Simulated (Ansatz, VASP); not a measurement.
**MgO in VASP and in Ansatz**

```
Mg O
1.0
     3.25992    0.00000    0.00000
    -1.62996    2.82317    0.00000
     0.00000    0.00000    5.03602
Mg O
2 2
Cartesian
  0.0000 1.9326 0.0318
  1.6300 0.9915 2.5498
  0.0000 1.8054 2.0058
  1.6300 0.8644 4.5238
```

Change from the starting cell: mode 11 frozen in at -0.078 Å, equal normal strain along x, y and z -0.0167.

Alike in both runs: task single point; functional PBE; k mesh 9 × 9 × 6; occupations gaussian, width 0.05 eV; no spin polarisation.

```csv
,VASP,Ansatz
version,VASP 6.6.1,Ansatz 0.2.0
potentials or method,"VASP PAW PBE potentials, release 64 (Mg, O), cutoff 520 eV","scalar-relativistic, plane waves, PAW"
valence electrons in the cell,16,32
```

|  | VASP | Ansatz | Ansatz less VASP |
| --- | --- | --- | --- |
| gap on the k mesh at the Fermi level (eV) | 3.63 | 3.65 | +0.019 |
| least direct gap on the mesh (eV) | 3.63 | 3.65 | +0.019 |
| pressure (GPa) | 7.6 | 7.9 | +0.35 |
| traceless stress, the component that is largest in VASP (GPa) | -4.32 | -4.25 | +0.067 |
| rms of the force components (eV/Å) | 0.835 | 0.823 | -0.0120 |

Atom by atom the forces differ by 0.012 eV/Å (rms over components). VASP's potentials hold 16 valence electrons a cell and Ansatz's 32, so a difference there can come from the potentials and not from the codes.
